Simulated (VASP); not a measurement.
Here is a VASP 6.6.1 calculation.

INCAR

```
SYSTEM = Cu
PREC = Accurate
ENCUT = 520
EDIFF = 1E-7
ISMEAR = -1
SIGMA = 0.1
LREAL = .False.
LASPH = .True.
NELM = 60
ALGO = Normal
ISIF = 2
LWAVE = .False.
LCHARG = .True.
LDIPOL = .True.
IDIPOL = 3
DIPOL = 0.5 0.5 0.500
GGA = PE
LELF = .True.
LVHAR = .True.
LVACPOTAV = .True.
NBANDS = 42
```

Contents of KPOINTS:

```
regular mesh
0
Gamma
  15 15 1
  0 0 0
```

POSCAR

```
Cu
1.0
    2.5665139635      0.0000000000      0.0000000000
   -1.2832569818      2.2226662916      0.0000000000
    0.0000000000      0.0000000000     26.4777000000
Cu
6
Direct
    0.1666666667      0.3333333333      0.3028413527
    0.5000000000      1.0000000000      0.3813217417
    0.8333333333      0.6666666667      0.4603200847
    0.1666666667      0.3333333333      0.5396799141
    0.5000000000      1.0000000000      0.6186782582
    0.8333333333      0.6666666667      0.6971586480
```

Potentials or basis: VASP PAW PBE potentials, release 64 (Cu).

Command:

```console
$ cat potpaw_PBE.64/Cu/POTCAR > POTCAR
$ mpirun -np 1 vasp_std > vasp.out
```

Predict the band gap on the k mesh.

zero (band 33 reaches 4.38 eV, above the bottom of band 34 at -0.55 eV).

Predict the largest force.

0.020 eV/Å.

Forces on the atoms (eV/Å):
```
Cu   0.000  0.000 -0.020
Cu   0.000  0.000 -0.001
Cu   0.000  0.000  0.000
Cu   0.000  0.000  0.000
Cu   0.000  0.000  0.001
Cu   0.000  0.000  0.020
```
